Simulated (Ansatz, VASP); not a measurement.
**One calculation of Si4Hg, two programs**

```xyz
5
Lattice="-2.2590 2.2590 4.5289 2.2590 -2.2590 4.5289 2.2590 2.2590 -4.5289" Properties=species:S:1:pos:R:3 pbc="T T T"
Si    0.0000    2.2590    2.2645
Si    0.0000    0.0000    3.3327
Si    0.0000    0.0000    5.7252
Si    2.2590    0.0000    2.2645
Hg    0.0000    0.0000    0.0000
```

Change from the starting cell: species swapped into the NaGa4 type (I4/mmm, No. 139).

Alike in both runs: functional PBE; k mesh 12 × 12 × 12; occupations gaussian, width 0.1 eV; no spin polarisation.

Ansatz relaxed the structure, and its values are those at the end. VASP's run is a single point on that final structure, the one shown.

```csv
,VASP,Ansatz
version,VASP 6.6.1,Ansatz 0.2.0
potentials or method,"VASP PAW PBE potentials, release 64 (Si, Hg), cutoff 500 eV","scalar-relativistic, plane waves, PAW"
valence electrons in the cell,28,36
```

|  | VASP | Ansatz | Ansatz less VASP |
| --- | --- | --- | --- |
| gap on the k mesh at the Fermi level (eV) | none | none | - |
| pressure (GPa) | 0.0 | 0.0 | -0.04 |

A gap of «none» marks a metal or a gap that the smearing closes. With one functional, cell and mesh, what is left measures potentials, basis and numerics. VASP's potentials hold 28 valence electrons a cell and Ansatz's 36, so a difference there can come from the potentials and not from the codes.

Spin-orbit coupling is off throughout.
